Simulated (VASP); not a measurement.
Input of a VASP 6.6.1 run:

The input INCAR:

```
PREC     = Accurate       # precision mode
ENCUT    = 520            # plane-wave cutoff, eV
EDIFF    = 1E-7           # SCF threshold, eV
ISMEAR   = 0              # smearing method
SIGMA    = 0.15           # smearing width, eV
LREAL    = False          # projectors in reciprocal space
LASPH    = True           # aspherical terms in the spheres
NELM     = 80             # most SCF steps
ALGO     = Normal         # electronic algorithm
ISIF     = 2              # what is computed and relaxed
LWAVE    = False          # write WAVECAR
LCHARG   = False          # write CHGCAR
GGA      = PS             # functional
NBANDS   = 14             # bands
```

File KPOINTS:

```
Automatic mesh
0
Gamma
  18 18 18
```

POSCAR

```
HfN
1.0
    0.0000000000      2.4397200000      2.4397200000
    2.4397200000      0.0000000000      2.4397200000
    2.4397200000      2.4397200000      0.0000000000
Hf N
1 1
Direct
    0.0000000000      0.0000000000      0.0000000000
    0.5000000000      0.5000000000      0.5000000000
```

Potentials or basis: VASP PAW PBE potentials, release 64 (Hf_pv, N).

Launch:

```sh
$ cat potpaw_PBE.64/Hf_pv/POTCAR potpaw_PBE.64/N/POTCAR > POTCAR
$ mpirun -np 1 vasp_std > vasp.out
```

(1) Predict the pressure.

(2) Predict the band gap on the k mesh.

Answers

(1) -42.2 GPa.

(2) zero (an odd number of electrons rules out a gap without spin polarisation).

Caveat: the cell differs from its parent crystal (strain +0.080 along x and y, +0.080 along z); the cell stands under tension; the PAW data sets were made with another functional, which shifts forces and pressure a little; spin-orbit coupling is left out, which moves the levels of the heavy elements.
